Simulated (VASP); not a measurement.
CdSi2:

```
Cd Si
1.0
    -2.98054    2.98054    2.62293
     2.98054   -2.98054    2.62293
     2.98054    2.98054   -2.62293
Cd Si
2 4
Cartesian
  0.0000 0.0000 1.3115
  0.0000 0.0000 3.9344
  0.9418 3.9224 0.0000
  2.0387 0.9418 0.0000
  2.0387 -0.9418 2.6229
  0.9418 2.0387 2.6229
```

The cell was built from a structure type or drawn by symmetry, and may not be a known phase.

* Program: VASP 6.6.1
* Task: relaxation of cell and atoms
* Functional: PBE
* Potentials or basis: VASP PAW PBE potentials, release 64 (Cd, Si)
* Cutoff: 600 eV
* k mesh: 4 × 4 × 4
* Occupations: gaussian, width 0.1 eV
* Spin: no spin polarisation

At the start: pressure 30.1 GPa; volume 15.53 Å³/atom.

How do energy, volume and symmetry change on relaxing?

Over 11 steps the energy falls by 467.7 meV/atom and the volume is 19.66 Å³/atom (+26.6 %); space group I4/mcm (No. 140, to 0.1 Å) before and after.

The path:
```csv
step,energy change (eV),largest force (eV/Å),pressure (GPa),volume (Å³)
1,0.0000,1.7935,30.08,93.20
2,-1.9226,0.4435,-7.21,138.20
3,-2.3196,0.6576,-1.09,120.77
4,-2.4520,0.6704,-0.65,119.32
5,-2.7875,0.0762,1.89,114.77
6,-2.7855,0.1798,1.18,115.47
7,-2.7899,0.0343,1.57,115.06
8,-2.7996,0.1721,-0.39,119.09
9,-2.8045,0.1010,0.28,117.55
10,-2.8057,0.0172,-0.19,118.16
11,-2.8059,0.0160,-0.05,117.98
```

Final structure:
```
Cd Si
1.0
    -3.07576    3.07576    3.11773
     3.07576   -3.07576    3.11773
     3.07576    3.07576   -3.11773
Cd Si
2 4
Direct
  0.25000 0.25000 0.00000
  0.75000 0.75000 0.00000
  0.63748 0.13748 0.77497
  0.13748 0.36252 0.50000
  0.36252 0.86252 0.22503
  0.86252 0.63748 0.50000
```

Caveat: the k points lie up to 0.36 Å⁻¹ apart in the final cell, too coarse for converged energies and pressures of a metal; the volume moved by over 15 % at a fixed basis, so the end points are rough.
